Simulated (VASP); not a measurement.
# Cd2SnO3 (Cmmm) in VASP: single point with PBE

Aim: the single point of Cd2SnO3 with PBE.

Program: VASP 6.6.1. These are calculated values, not measurements. Logs are shortened: lines on timing, memory, paths and dates and some standing lists are left out, and cuts for length are marked.

## (1) The cell of the first run

The structure is orthorhombic, space group Cmmm (No. 65). The conventional cell has a = 5.715 Å, b = 10.843 Å, c = 3.381 Å, α = 90.00°, β = 90.00°, γ = 90.00°. Within 3.1 Å of Cd (site symmetry 2/m) lie 6 O at 2.26 to 3.06 Å and 2 Cd at 2.86 Å. Sn (site symmetry mmm) has 2 O at 2.24 Å within 3.0 Å. O (site symmetry m2m) has 1 Sn at 2.24 Å and 4 Cd at 2.26 Å and 2 O at 3.01 Å within 3.1 Å. O (site symmetry mmm) has 4 Cd at 3.06 Å and 4 Sn at 3.32 Å and 14 O at 3.38 to 4.00 Å within 4.1 Å.

The cell was generated, and may not be a known phase.

## (2) Single point, PBE

INCAR

```
PREC     = Accurate       # precision mode
ENCUT    = 520            # plane-wave cutoff, eV
EDIFF    = 1E-6           # SCF threshold, eV
ISMEAR   = 0              # smearing method
SIGMA    = 0.1            # smearing width, eV
LREAL    = F              # projectors in reciprocal space
LASPH    = T              # aspherical terms in the spheres
NELM     = 100            # most SCF steps
ALGO     = Normal         # electronic algorithm
ISIF     = 2              # what is computed and relaxed
LWAVE    = F              # write WAVECAR
LCHARG   = T              # write CHGCAR
GGA      = PE             # functional
LELF     = T              # ELF
LVHAR    = T            
NBANDS   = 37             # bands
```

KPOINTS

```
Automatic mesh
0
Gamma
  8 8 12
```

POSCAR

```
Cd2SnO3
1.0
    2.8575846433     -5.4217241270      0.0000000000
    2.8575846433      5.4217241270      0.0000000000
    0.0000000000      0.0000000000      3.3810517702
Cd Sn O
2 1 3
Direct
    0.0000000000      0.5000000000      0.5000000000
    0.5000000000      0.0000000000      0.5000000000
    0.5000000000      0.5000000000      0.0000000000
    0.2936444772      0.7063555228      0.0000000000
    0.7063555228      0.2936444772      0.0000000000
    0.0000000000      0.0000000000      0.5000000000
```

Potentials or basis: VASP PAW PBE potentials, release 64 (Cd, Sn_d, O).

Command:

```bash
$ cat potpaw_PBE.64/Cd/POTCAR potpaw_PBE.64/Sn_d/POTCAR potpaw_PBE.64/O/POTCAR > POTCAR
$ mpirun -np 1 vasp_std > vasp.out
```

OUTCAR:

```text
PREC = Accurate
   ENCUT = 520
   EDIFF = 1E-6
   ISMEAR = 0
   LREAL = F
   LASPH = T
   NELM = 100
   ISIF = 2
   GGA = PE

 ion  position               nearest neighbor table
   1  0.000  0.500  0.500-   4 2.26   5 2.26   4 2.26   5 2.26   2 2.86   2 2.86   3 3.50   3 3.50
                             3 3.50   3 3.50
   2  0.500  0.000  0.500-   4 2.26   5 2.26   4 2.26   5 2.26   1 2.86   1 2.86   3 3.50   3 3.50
                             3 3.50   3 3.50
   3  0.500  0.500  0.000-   4 2.24   5 2.24   1 3.50   2 3.50   1 3.50   2 3.50   2 3.50   2 3.50
                             1 3.50   1 3.50
   4  0.294  0.706  0.000-   3 2.24   2 2.26   1 2.26   1 2.26   2 2.26
   5  0.706  0.294  0.000-   3 2.24   2 2.26   1 2.26   1 2.26   2 2.26
   6  0.000  0.000  0.500-

  LATTYP: Found a base centered orthorhombic cell.
 ALAT       =     5.7151692866
 B/A-ratio  =     1.8973100726
 C/A-ratio  =     0.5915925847

  Lattice vectors:

 A1 = (   2.8575846433,  -5.4217241270,   0.0000000000)
 A2 = (   2.8575846433,   5.4217241270,   0.0000000000)
 A3 = (   0.0000000000,   0.0000000000,   3.3810517702)

Analysis of symmetry for initial positions (statically):
=====================================================================
 Subroutine PRICEL returns:
 Original cell was already a primitive cell.

 Routine SETGRP: Setting up the symmetry group for a
 base centered orthorhombic supercell.

 Subroutine GETGRP returns: Found  8 space group operations
 (whereof  8 operations were pure point group operations)
 out of a pool of  8 trial point group operations.

The static configuration has the point symmetry D_2h.

Analysis of symmetry for dynamics (positions and initial velocities):
=====================================================================
 Subroutine PRICEL returns:
 Original cell was already a primitive cell.

 Routine SETGRP: Setting up the symmetry group for a
 base centered orthorhombic supercell.

 Subroutine GETGRP returns: Found  8 space group operations
 (whereof  8 operations were pure point group operations)
 out of a pool of  8 trial point group operations.

The dynamic configuration has the point symmetry D_2h.

 Subroutine INISYM returns: Found  8 space group operations
 (whereof  8 operations are pure point group operations),
 and found     1 'primitive' translations

----------------------------------------------------------------------------------------

                                     Primitive cell

  volume of cell :     104.7655

  direct lattice vectors                    reciprocal lattice vectors
     2.857584643 -5.421724127  0.000000000     0.174972945 -0.092221586  0.000000000
     2.857584643  5.421724127  0.000000000     0.174972945  0.092221586  0.000000000
     0.000000000  0.000000000  3.381051770     0.000000000  0.000000000  0.295765953

  length of vectors
     6.128693376  6.128693376  3.381051770     0.197788656  0.197788656  0.295765953

  position of ions in fractional coordinates (direct lattice)
     0.000000000  0.500000000  0.500000000
     0.500000000  0.000000000  0.500000000
     0.500000000  0.500000000  0.000000000
     0.293644477  0.706355523  0.000000000
     0.706355523  0.293644477  0.000000000
     0.000000000  0.000000000  0.500000000

  ion indices of the primitive-cell ions
   primitive index   ion index
                 1           1
                 2           2
                 3           3
                 4           4
                 5           5
                 6           6

----------------------------------------------------------------------------------------

 KPOINTS: Automatic mesh

Automatic generation of k-mesh.
 Grid dimensions read from file:
 generate k-points for:    8    8   12

 Generating k-lattice:

  Cartesian coordinates                     Fractional coordinates (reciprocal lattice)
     0.021871618 -0.011527698  0.000000000     0.125000000  0.000000000  0.000000000
     0.021871618  0.011527698  0.000000000     0.000000000  0.125000000  0.000000000
     0.000000000  0.000000000  0.024647163     0.000000000  0.000000000  0.083333333

  Length of vectors
     0.024723582  0.024723582  0.024647163

  Shift w.r.t. Gamma in fractional coordinates (k-lattice)
     0.000000000  0.000000000  0.000000000

 Subroutine IBZKPT returns following result:
 ===========================================

 Found    147 irreducible k-points:

 Following reciprocal coordinates:
            Coordinates               Weight
  0.000000  0.000000  0.000000      1.000000
  0.125000  0.000000  0.000000      4.000000
  0.250000  0.000000  0.000000      4.000000
  0.375000 -0.000000  0.000000      4.000000
  0.500000  0.000000  0.000000      2.000000
  0.125000  0.125000  0.000000      2.000000
[... 16 lines left out ...]
  0.125000  0.000000  0.083333      8.000000
  0.250000  0.000000  0.083333      8.000000
 [... further k-points ...]
   k-points           NKPTS =    147   k-points in BZ     NKDIM =    147   number of bands    NBANDS=     37
   number of dos      NEDOS =    301   number of ions     NIONS =      6
   total plane-waves  NPLWV =  64512
   dimension x,y,z NGX =    48 NGY =   48 NGZ =   28
   dimension x,y,z NGXF=    96 NGYF=   96 NGZF=   56
   ions per type =               2   1   3
   NGX,Y,Z   is equivalent  to a cutoff of  13.02, 13.02, 13.77 a.u.
   NGXF,Y,Z  is equivalent  to a cutoff of  26.04, 26.04, 27.54 a.u.
 SYSTEM =  unknown system
   PREC   = accura    normal or accurate (medium, high low for compatibility)
   ISTART =      0    job   : 0-new  1-cont  2-samecut
   ICHARG =      2    charge: 1-file 2-atom 10-const
   ISPIN  =      1    spin polarized calculation?
   LNONCOLLINEAR =      F non collinear calculations
   LSORBIT =      F    spin-orbit coupling
   LASPH  =      T    aspherical Exc in radial PAW
   ENCUT  =  520.0 eV  38.22 Ry    6.18 a.u.  11.40 11.40  6.29*2*pi/ulx,y,z
   NELM   =    100;   NELMIN=  2; NELMDL= -5     # of ELM steps
   EDIFF  = 0.1E-05   stopping-criterion for ELM
   LREAL  =      F    real-space projection
   EDIFFG = 0.1E-04   stopping-criterion for IOM
   NSW    =      0    number of steps for IOM
   IBRION =     -1    ionic relax: 0-MD 1-quasi-New 2-CG
   NFREE  =      0    steps in history (QN), initial steepest desc. (CG)
   ISIF   =      2    stress and relaxation
   ISYM   =      2    0-nonsym 1-usesym 2-fastsym
   POTIM  = 0.5000    time-step for ionic-motion
   TEBEG  =    0.0;   TEEND  =   0.0 temperature during run
   PSTRESS=    0.0 pullay stress
   NELECT =      56.0000    total number of electrons
   NUPDOWN=      -1.0000    fix difference up-down
   EMIN   =  10.00;   EMAX   =-10.00  energy-range for DOS
   EFERMI =   0.00;   METHOD = LEGACY
   ISMEAR =     0;   SIGMA  =   0.10  broadening in eV -4-tet -1-fermi 0-gaus
   EFERMI_NEDOS =   21; number of points for ismear=-14 and -15
   IALGO  =     38    algorithm
   IMIX   =      4    mixing-type and parameters
     AMIX     =   0.40;   BMIX     =  1.00
     AMIX_MAG =   1.60;   BMIX_MAG =  1.00
  volume/ion in A,a.u.               =      17.46       117.83
  Fermi-wavevector in a.u.,A,eV,Ry     =   1.328612  2.510712 24.017126  1.765209
  Thomas-Fermi vector in A             =   2.457836
   LORBIT       =      0    0 simple, 1 ext, 2 COOP (PROOUT), +10 PAW based schemes
   GGA     = PE    functional components
   LHFCALC =     F    Hartree Fock is set to
   AEXX    =    0.0000 exact exchange contribution
   IVDW    =     0    specifies the selected vdW correction
   LEPSILON=     F    determine dielectric tensor
   LRPA    =     F    only Hartree local field effects (RPA)
 non-spin polarized calculation
 Gauss-broadening in eV      SIGMA  =   0.10
  energy-cutoff  :      520.00
  volume of cell :      104.77
 maximum number of plane-waves:      2848
 NGX is ok and might be reduce to    48
   NGX = 23   NGY = 23   NGZ = 13

 number of electron      55.9999996 magnetization

 Free energy of the ion-electron system (eV)
  ---------------------------------------------------
  ext. energy  EPLUGINS =         0.00000000
  ---------------------------------------------------
  free energy    TOTEN  =       -22.56347227 eV

  energy without entropy =      -22.54987162  energy(sigma->0) =      -22.55667195

 E-fermi :   2.8994     XC(G=0): -10.1127

 val. band max:        2.8694050007   @ k =  -0.3750   0.2500   0.4167
 cond. band min:       2.9269052899   @ k =   0.0000   0.0000   0.0000
 fundamental gap:      0.0575002892
 Fermi energy:         2.8993509317

 k-point     1 :       0.0000    0.0000    0.0000
  band No.  band energies     occupation
      1     -18.7442      2.00000
      2     -18.6869      2.00000
      3     -18.6043      2.00000
      4     -18.5928      2.00000
      5     -18.5296      2.00000
      6     -15.8614      2.00000
[... 29 lines left out ...]
     36      11.4370      0.00000
     37      11.9102      0.00000

 k-point     2 :       0.1250    0.0000    0.0000
  band No.  band energies     occupation
      1     -18.7425      2.00000
      2     -18.6869      2.00000
      3     -18.6043      2.00000
      4     -18.5927      2.00000
      5     -18.5296      2.00000
      6     -15.8498      2.00000
[... 29 lines left out ...]
     36      11.1442      0.00000
     37      11.6441      0.00000

 k-point     3 :       0.2500    0.0000    0.0000
  band No.  band energies     occupation
      1     -18.7384      2.00000
      2     -18.6867      2.00000
      3     -18.6043      2.00000
      4     -18.5926      2.00000
      5     -18.5295      2.00000
      6     -15.8174      2.00000
[... 29 lines left out ...]
     36      11.1438      0.00000
     37      11.5377      0.00000
[... 761 lines left out ...]
 k-point    23 :       0.1250    0.0000    0.0833
  band No.  band energies     occupation
      1     -18.7392      2.00000
      2     -18.6799      2.00000
      3     -18.6072      2.00000
      4     -18.5924      2.00000
      5     -18.5328      2.00000
      6     -15.8234      2.00000
[... 29 lines left out ...]
     36      11.2462      0.00000
     37      11.6451      0.00000

 k-point    24 :       0.2500    0.0000    0.0833
  band No.  band energies     occupation
      1     -18.7353      2.00000
      2     -18.6797      2.00000
      3     -18.6073      2.00000
      4     -18.5923      2.00000
      5     -18.5327      2.00000
      6     -15.7954      2.00000
[... 29 lines left out ...]
     36      11.5232      0.00000
     37      11.6695      0.00000

 [... further k-points ...]
[... 5 lines left out ...]
  --------------------------------------------------------------------------------------
  -------------------------------------------------------------------------------------
  Total        0.5719492      0.1495721      0.6842189      0.0000000      0.0000000      0.0000000
  in kB        8.7468104      2.2874032     10.4637497      0.0000000      0.0000000      0.0000000
  external PRESSURE =       7.1659878 kB  Pullay stress =       0.0000000 kB

 VOLUME and BASIS-vectors are now :
 -----------------------------------------------------------------------------
  energy-cutoff  :      520.00
  volume of cell :      104.77
      direct lattice vectors                 reciprocal lattice vectors
     2.857584643 -5.421724127  0.000000000     0.174972945 -0.092221586  0.000000000
     2.857584643  5.421724127  0.000000000     0.174972945  0.092221586  0.000000000
     0.000000000  0.000000000  3.381051770     0.000000000  0.000000000  0.295765953

 POSITION                                       TOTAL-FORCE (eV/Angst)
 -----------------------------------------------------------------------------------
      1.42879      2.71086      1.69053         0.000000      0.000000     -0.000000
      1.42879     -2.71086      1.69053        -0.000000      0.000000     -0.000000
      2.85758      0.00000      0.00000         0.000000      0.000000     -0.000000
      2.85758      2.23761      0.00000         0.000000     -0.036803     -0.000000
      2.85758     -2.23761      0.00000         0.000000      0.036803      0.000000
      0.00000      0.00000      1.69053         0.000000      0.000000     -0.000000
 -----------------------------------------------------------------------------------
    total drift:                               -0.000000     -0.000000     -0.000000

  FREE ENERGIE OF THE ION-ELECTRON SYSTEM (eV)
  ---------------------------------------------------
  free  energy   TOTEN  =       -22.5634722741 eV

  energy  without entropy=      -22.5498716245  energy(sigma->0) =      -22.55667195
```

Run time: 15 min. Hardware: 1 thread of Intel Xeon 8259CL, shared host; peak memory 0.61 GiB.

What came out:

| Quantity | Value |
| --- | --- |
| Free energy | -22.5635 eV |
| Pressure | 0.7 GPa |
| Largest force | 0.037 eV/Å |
| Band gap on the k mesh | zero (bands 28 and 29 overlap by 0.44 eV) |

Forces on the atoms (eV/Å):
```
Cd   0.000  0.000  0.000
Cd   0.000  0.000  0.000
Sn   0.000  0.000  0.000
O    0.000 -0.037  0.000
O    0.000  0.037  0.000
O    0.000  0.000  0.000
```

Levels at points of the mesh, in eV from the Fermi level:
```tsv
k point	band 26	band 27	band 28	band 29	band 30	band 31
(0.00, 0.00, 0.00)	-1.42	-1.14	0.03	0.89	2.46	2.73
(0.50, 0.00, 0.00)	-1.05	-0.26	0.05	0.66	0.92	2.43
(0.50, 0.50, 0.00)	-1.51	-1.48	0.03	0.59	2.78	3.68
(0.00, 0.00, 0.50)	-1.19	-1.07	-0.91	-0.12	2.58	2.81
(0.50, 0.00, 0.50)	-1.29	-0.88	-0.73	0.37	2.69	3.35
(0.50, 0.50, 0.50)	-1.13	-1.09	-0.60	-0.26	2.61	3.17
```

Caveat: semilocal functionals underestimate gaps, and a narrow one can read as zero; spin-orbit coupling is left out, which moves the levels of the heavy elements.

The gap in the log of VASP goes by the Fermi energy; the results here count the filled bands.